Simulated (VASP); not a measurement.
# Sb (Im-3m) in VASP: a series of runs, part 2 of 2

VASP 6.6.1.

### Step 4. Single point, PBEsol

This run uses another cell than the first one, of 26.21 Å³/atom, 1.064 times its volume.

INCAR reads:

```
SYSTEM = Sb
  ALGO = Normal
  EDIFF = 1E-6
  ENCUT = 520
  GGA = PS
  ISIF = 2
  ISMEAR = 0
  LASPH = .TRUE.
  LCHARG = .TRUE.
  LELF = .TRUE.
  LREAL = .FALSE.
  LVHAR = .TRUE.
  LWAVE = .FALSE.
  NBANDS = 8
  NELM = 60
  PREC = Accurate
  SIGMA = 0.02
```

KPOINTS reads:

```
k-points
0
G
  15 15 15
  0 0 0
```

POSCAR reads:

```
Sb
1.0
   -1.8713408863      1.8713408863      1.8713408863
    1.8713408863     -1.8713408863      1.8713408863
    1.8713408863      1.8713408863     -1.8713408863
Sb
1
Direct
    0.0000000000      0.0000000000      0.0000000000
```

Potentials or basis: VASP PAW PBE potentials, release 64 (Sb).

Run with:

```console
> cat potpaw_PBE.64/Sb/POTCAR > POTCAR
> mpirun -np 1 vasp_std > vasp.out
```

OUTCAR:

```text
SYSTEM = Sb
   EDIFF = 1E-6
   ENCUT = 520
   GGA = PS
   ISIF = 2
   ISMEAR = 0
   LASPH = .TRUE.
   LREAL = .FALSE.
   NELM = 60
   PREC = Accurate

 ion  position               nearest neighbor table
   1  0.000  0.000  0.000-

  LATTYP: Found a body centered cubic cell.
 ALAT       =     3.7426817726

  Lattice vectors:

 A1 = (  -1.8713408863,   1.8713408863,   1.8713408863)
 A2 = (   1.8713408863,  -1.8713408863,   1.8713408863)
 A3 = (   1.8713408863,   1.8713408863,  -1.8713408863)

Analysis of symmetry for initial positions (statically):
=====================================================================
 Subroutine PRICEL returns:
 Original cell was already a primitive cell.

 Routine SETGRP: Setting up the symmetry group for a
 body centered cubic supercell.

 Subroutine GETGRP returns: Found 48 space group operations
 (whereof 48 operations were pure point group operations)
 out of a pool of 48 trial point group operations.

The static configuration has the point symmetry O_h .

Analysis of symmetry for dynamics (positions and initial velocities):
=====================================================================
 Subroutine PRICEL returns:
 Original cell was already a primitive cell.

 Routine SETGRP: Setting up the symmetry group for a
 body centered cubic supercell.

 Subroutine GETGRP returns: Found 48 space group operations
 (whereof 48 operations were pure point group operations)
 out of a pool of 48 trial point group operations.

The dynamic configuration has the point symmetry O_h .

 Subroutine INISYM returns: Found 48 space group operations
 (whereof 48 operations are pure point group operations),
 and found     1 'primitive' translations

----------------------------------------------------------------------------------------

                                     Primitive cell

[... 103 lines left out ...]
   ISMEAR =     0;   SIGMA  =   0.02  broadening in eV -4-tet -1-fermi 0-gaus
   EFERMI_NEDOS =   21; number of points for ismear=-14 and -15
   IALGO  =     38    algorithm
   IMIX   =      4    mixing-type and parameters
     AMIX     =   0.40;   BMIX     =  1.00
     AMIX_MAG =   1.60;   BMIX_MAG =  1.00
  volume/ion in A,a.u.               =      26.21       176.89
  Fermi-wavevector in a.u.,A,eV,Ry     =   0.942378  1.780837 12.083018  0.888077
  Thomas-Fermi vector in A             =   2.069982
   LORBIT       =      0    0 simple, 1 ext, 2 COOP (PROOUT), +10 PAW based schemes
   GGA     = PS    functional components
   LHFCALC =     F    Hartree Fock is set to
   AEXX    =    0.0000 exact exchange contribution
   IVDW    =     0    specifies the selected vdW correction
   LEPSILON=     F    determine dielectric tensor
   LRPA    =     F    only Hartree local field effects (RPA)
 non-spin polarized calculation
 Gauss-broadening in eV      SIGMA  =   0.02
  energy-cutoff  :      520.00
  volume of cell :       26.21
 maximum number of plane-waves:       718
   NGX = 13   NGY = 13   NGZ = 13

 number of electron       4.9999999 magnetization

 Free energy of the ion-electron system (eV)
  ---------------------------------------------------
  ext. energy  EPLUGINS =         0.00000000
  ---------------------------------------------------
  free energy    TOTEN  =        -4.38425157 eV

  energy without entropy =       -4.38392491  energy(sigma->0) =       -4.38408824

 E-fermi :   8.6821     XC(G=0): -10.4488

 val. band max:        8.6713889515   @ k =   0.2667   0.1333   0.0667
 cond. band min:       8.6921952271   @ k =   0.4000   0.1333   0.0000
 fundamental gap:      0.0208062756
 Fermi energy:         8.6820560209

 k-point     1 :       0.0000    0.0000    0.0000
  band No.  band energies     occupation
      1      -4.4151      2.00000
      2      14.3482      0.00000
      3      14.3482      0.00000
      4      14.3482      0.00000
      5      19.3549      0.00000
      6      19.3549      0.00000
      7      19.3549      0.00000
      8      20.4809      0.00000
[... 243 lines left out ...]
 k-point    24 :       0.4000    0.2000    0.0000
  band No.  band energies     occupation
      1       0.2437      2.00000
      2       3.5760      2.00000
      3       7.1756      2.00000
      4      11.2772      0.00000
      5      16.7322      0.00000
      6      19.4862      0.00000
      7      21.1850      0.00000
      8      21.3369      0.00000

 [... further k-points ...]
[... 5 lines left out ...]
  --------------------------------------------------------------------------------------
  -------------------------------------------------------------------------------------
  Total       -0.1737361     -0.1737361     -0.1737361     -0.0000000      0.0000000     -0.0000000
  in kB      -10.6189601    -10.6189601    -10.6189601     -0.0000000      0.0000000     -0.0000000
  external PRESSURE =     -10.6189601 kB  Pullay stress =       0.0000000 kB

 VOLUME and BASIS-vectors are now :
 -----------------------------------------------------------------------------
  energy-cutoff  :      520.00
  volume of cell :       26.21
      direct lattice vectors                 reciprocal lattice vectors
    -1.871340886  1.871340886  1.871340886     0.000000000  0.267188092  0.267188092
     1.871340886 -1.871340886  1.871340886     0.267188092  0.000000000  0.267188092
     1.871340886  1.871340886 -1.871340886     0.267188092  0.267188092  0.000000000

 POSITION                                       TOTAL-FORCE (eV/Angst)
 -----------------------------------------------------------------------------------
      0.00000      0.00000      0.00000        -0.000000      0.000000      0.000000
 -----------------------------------------------------------------------------------
    total drift:                                0.000000     -0.000000      0.000000

  FREE ENERGIE OF THE ION-ELECTRON SYSTEM (eV)
  ---------------------------------------------------
  free  energy   TOTEN  =        -4.3842515692 eV

  energy  without entropy=       -4.3839249083  energy(sigma->0) =       -4.38408824
```

OSZICAR:

```text
N       E                     dE             d eps       ncg     rms          rms(c)
DAV:   1     0.439765439486E+01    0.43977E+01   -0.16671E+03  1936   0.409E+02
DAV:   2    -0.429242803006E+01   -0.86901E+01   -0.83951E+01  2712   0.521E+01
DAV:   3    -0.439052938125E+01   -0.98101E-01   -0.97737E-01  2368   0.609E+00
DAV:   4    -0.439080269932E+01   -0.27332E-03   -0.27332E-03  2920   0.398E-01
DAV:   5    -0.439080325464E+01   -0.55531E-06   -0.55424E-06  2456   0.119E-02    0.176E+00
DAV:   6    -0.438657647908E+01    0.42268E-02   -0.21043E-03  2344   0.216E-01    0.101E+00
DAV:   7    -0.438425304898E+01    0.23234E-02   -0.43089E-03  2336   0.308E-01    0.501E-02
DAV:   8    -0.438425151271E+01    0.15363E-05   -0.49245E-05  2504   0.558E-02    0.523E-03
DAV:   9    -0.438425156919E+01   -0.56475E-07   -0.37401E-07  2728   0.473E-03
   1 F= -.43842516E+01 E0= -.43840882E+01  d E =-.326661E-03
```

stdout:

```text
POSCAR found type information on POSCAR Sb
 POSCAR found :  1 types and       1 ions
 scaLAPACK will be used
 -----------------------------------------------------------------------------
|                                                                             |
|                                                                             |
|     You enforced a specific xc type in the INCAR file but a different       |
|     I HOPE YOU KNOW WHAT YOU ARE DOING!                                     |
|                                                                             |
 -----------------------------------------------------------------------------

 LDA part: xc-table for (Slater+PW92), standard interpolation
 POSCAR, INCAR and KPOINTS ok, starting setup
 FFT: planning ... GRIDC
 FFT: planning ... GRID_SOFT
 FFT: planning ... GRID
 WAVECAR not read
 entering main loop
```

Wall time 8.5 s (1 thread of Intel Xeon 6975P-C, shared host); peak memory 0.15 GiB.

Results:

* Free energy: -4.3843 eV
* Pressure: -1.1 GPa

Levels at points of the mesh, in eV from the Fermi level:
| k point | band 1 | band 2 | band 3 | band 4 | band 5 | band 6 | band 7 | band 8 |
| --- | --- | --- | --- | --- | --- | --- | --- | --- |
| (0.00, 0.00, 0.00) | -13.10 | 5.67 | 5.67 | 5.67 | 10.67 | 10.67 | 10.67 | 11.80 |

Caveat: the PAW data sets were made with another functional, which shifts forces and pressure a little; spin-orbit coupling is left out, which moves the levels of the heavy elements.

### Step 5. Single point, PBEsol

This run uses another cell than the first one, of 27.00 Å³/atom, 1.096 times its volume.

INCAR reads:

```
ALGO     = Normal         # electronic algorithm
EDIFF    = 1E-7           # SCF threshold, eV
ENCUT    = 520            # plane-wave cutoff, eV
GGA      = PS             # functional
ISIF     = 2              # what is computed and relaxed
ISMEAR   = 0              # smearing method
LASPH    = T              # aspherical terms in the spheres
LCHARG   = T              # write CHGCAR
LELF     = T              # ELF
LREAL    = F              # projectors in reciprocal space
LVHAR    = T            
LWAVE    = F              # write WAVECAR
NBANDS   = 8              # bands
NELM     = 100            # most SCF steps
PREC     = Accurate       # precision mode
SIGMA    = 0.02           # smearing width, eV
```

KPOINTS reads:

```
k-points
0
Gamma
  15 15 15
```

POSCAR reads:

```
Sb
1.0
   -1.8898702189      1.8898702189      1.8898702189
    1.8898702189     -1.8898702189      1.8898702189
    1.8898702189      1.8898702189     -1.8898702189
Sb
1
Direct
    0.0000000000      0.0000000000      0.0000000000
```

Run with:

```console
> cat potpaw_PBE.64/Sb/POTCAR > POTCAR
> mpirun -np 1 vasp_std > vasp.out
```

Run time: 8.6 s. Hardware: 1 thread of Intel Xeon 6975P-C, shared host; peak memory 0.15 GiB.

It converged, with:

| Item | Value |
| --- | --- |
| Free energy | -4.3744 eV |
| Pressure | -2.9 GPa |

Levels at points of the mesh, in eV from the Fermi level:
| k point | band 1 | band 2 | band 3 | band 4 | band 5 | band 6 |
| --- | --- | --- | --- | --- | --- | --- |
| (0.00, 0.00, 0.00) | -12.88 | 5.42 | 5.42 | 5.42 | 10.54 | 10.54 |

Caveat: the PAW data sets were made with another functional, which shifts forces and pressure a little; spin-orbit coupling is left out, which moves the levels of the heavy elements.

### Step 6. Overview

| cell | gap on the mesh (eV) | pressure (GPa) |
| --- | --- | --- |
| a = 3.175 Å, angles 109.5°, 1 atom | none | 3.9 |
| a = 3.209 Å, angles 109.5°, 1 atom | none | 1.2 |
| a = 3.241 Å, angles 109.5°, 1 atom | none | -1.1 |
| a = 3.273 Å, angles 109.5°, 1 atom | none | -2.9 |

Alike in all rows: task single point; level PBEsol; potentials or basis VASP PAW PBE potentials, release 64 (Sb); no spin polarisation; k mesh 15 × 15 × 15; cutoff (eV) 520; smearing gaussian 0.02 eV.

Caveats: the PAW data sets were made with another functional, which shifts forces and pressure a little; spin-orbit coupling is left out, which moves the levels of the heavy elements.

Total energies depend on the potentials used, so only differences within one code and one set of settings carry meaning.
